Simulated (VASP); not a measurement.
A run of VASP 6.6.1 is set up as follows.

Contents of POSCAR:

```
CuO
1.0
    2.3463500000     -1.7141500000      0.0000000000
    2.3463500000      1.7141500000      0.0000000000
   -0.8519200000      0.0000000000      5.0658700000
Cu O
2 2
Direct
    0.0033000000      0.4967000000      0.0000000000
    0.4967000000      0.0033000000      0.5000000000
    0.5719000000      0.4073000000      0.2602000000
    0.4073000000      0.5719000000      0.7602000000
```

Contents of INCAR.step1:

```
PREC     = Accurate       # precision mode
ENCUT    = 520            # plane-wave cutoff, eV
ISMEAR   = -1             # smearing method
SIGMA    = 0.05           # smearing width, eV
LREAL    = F              # projectors in reciprocal space
LASPH    = T              # aspherical terms in the spheres
NELM     = 150            # most SCF steps
ISPIN    = 2              # spin polarisation
MAGMOM   = 1 -1 0 0       # initial moments
LMAXMIX  = 4              # l up to which the mixer works
NBANDS   = 29             # bands
GGA      = PE             # functional
ALGO     = Normal         # electronic algorithm
EDIFF    = 1E-4           # SCF threshold, eV
LWAVE    = T              # write WAVECAR
LCHARG   = F              # write CHGCAR
LUSENCCL = F
```

File INCAR.step2:

```
PREC     = Accurate       # precision mode
ENCUT    = 520            # plane-wave cutoff, eV
EDIFF    = 1E-6           # SCF threshold, eV
ISMEAR   = -1             # smearing method
SIGMA    = 0.05           # smearing width, eV
LREAL    = F              # projectors in reciprocal space
LASPH    = T              # aspherical terms in the spheres
NELM     = 150            # most SCF steps
ALGO     = Normal         # electronic algorithm
ISIF     = 2              # what is computed and relaxed
LWAVE    = F              # write WAVECAR
LCHARG   = F              # write CHGCAR
ISPIN    = 2              # spin polarisation
MAGMOM   = 1 -1 0 0       # initial moments
LORBIT   = 11             # projections on sites
LMAXMIX  = 4              # l up to which the mixer works
METAGGA  = R2SCAN         # meta-GGA
LMIXTAU  = T            
NBANDS   = 29             # bands
ISTART   = 1            
LUSENCCL = F
```

KPOINTS

```
Automatic mesh
0
Gamma
  7 7 4
```

Potentials or basis: VASP PAW PBE potentials, release 64 (Cu, O).

Run with:

```sh
$ cat potpaw_PBE.64/Cu/POTCAR potpaw_PBE.64/O/POTCAR > POTCAR
$ cp INCAR.step1 INCAR
$ mpirun -np 1 vasp_std > vasp.out
$ cp INCAR.step2 INCAR
$ mpirun -np 1 vasp_std > vasp.out
```

**Question.** What does it give for the band gap on the k mesh?

**Answer.** Zero (filled and empty bands overlap).

**Question.** Estimate the pressure.

**Answer.** -0.3 GPa.

**Question.** Estimate the net moment.

**Answer.** 0.00 μB per cell.

Forces on the atoms (eV/Å):
```
Cu  -0.680  0.294  0.622
Cu  -0.680 -0.294  0.622
O    0.680  0.369 -0.622
O    0.680 -0.369 -0.622
```

Caveat: the PAW data sets were made with another functional, which shifts forces and pressure a little; semilocal functionals often make such compounds metallic where correlation or magnetic order opens a gap, which also shifts bond lengths. With open d or f shells a metallic result of r2SCAN can be an artefact of self-interaction; +U or a hybrid may open a gap.
